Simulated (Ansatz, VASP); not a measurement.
Two plane-wave programs on Na

```
Na
1.0
    -1.81025    1.81025    2.33870
     1.81025   -1.81025    2.33870
     1.81025    1.81025   -2.33870
Na
1
Direct
  0.00000 0.00000 0.00000
```

Alike in both runs: task single point; functional LDA; k mesh 18 × 18 × 18; occupations gaussian, width 0.15 eV; no spin polarisation.

|  | VASP | Ansatz |
| --- | --- | --- |
| version | VASP 6.6.1 | Ansatz 0.2.0 |
| potentials or method | VASP PAW LDA potentials, release 64 (Na_pv), cutoff 520 eV | scalar-relativistic, plane waves, PAW |
| valence electrons in the cell | 7 | 9 |

```tsv
	VASP	Ansatz	Ansatz less VASP
gap on the k mesh at the Fermi level (eV)	none	none	-
pressure (GPa)	0.9	0.9	+0.04
```

LDA's correlation is that of Perdew and Zunger in VASP and of Perdew and Wang (1992) in Ansatz. A gap of «none» marks a metal or a gap that the smearing closes. VASP's potentials hold 7 valence electrons a cell and Ansatz's 9, so a difference there can come from the potentials and not from the codes.
